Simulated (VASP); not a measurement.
The system is W.

```
W
1.0
     2.80966    0.00000    0.00000
     0.00000    4.86387    0.00000
     0.00000    0.00000    4.92370
W
4
Cartesian
  2.2591 4.5191 3.7002
  0.5948 2.1313 3.7488
  0.6097 0.2799 1.2206
  2.2833 2.7304 1.2373
```

This cell differs from its parent crystal: atoms moved at random.

Base run:

| Item | Value |
| --- | --- |
| Program | VASP 6.6.1 |
| Functional | PBE |
| Potentials or basis | VASP PAW PBE potentials, release 64 (W_sv) |
| Cutoff | 520 eV |
| k mesh | 9 × 6 × 6 |
| Occupations | fermi-dirac, width 0.05 eV |
| Spin | no spin polarisation |

Its results: band gap on the k mesh zero (band 28 reaches 11.22 eV, above the bottom of band 29 at 10.01 eV); pressure -1.6 GPa; largest force 0.821 eV/Å.

Task: The run is repeated on the same cell with these changes: functional from PBE to PBEsol. What comes out?

Result: Band gap on the k mesh zero (band 28 reaches 11.05 eV, above the bottom of band 29 at 9.84 eV); pressure -9.4 GPa; largest force 0.756 eV/Å.

PBEsol binds more tightly than PBE, so the same cell stands under less pressure.

Caveats: spin-orbit coupling is left out, which moves the levels of the heavy elements; the PAW data sets were made with another functional, which shifts forces and pressure a little (some runs).
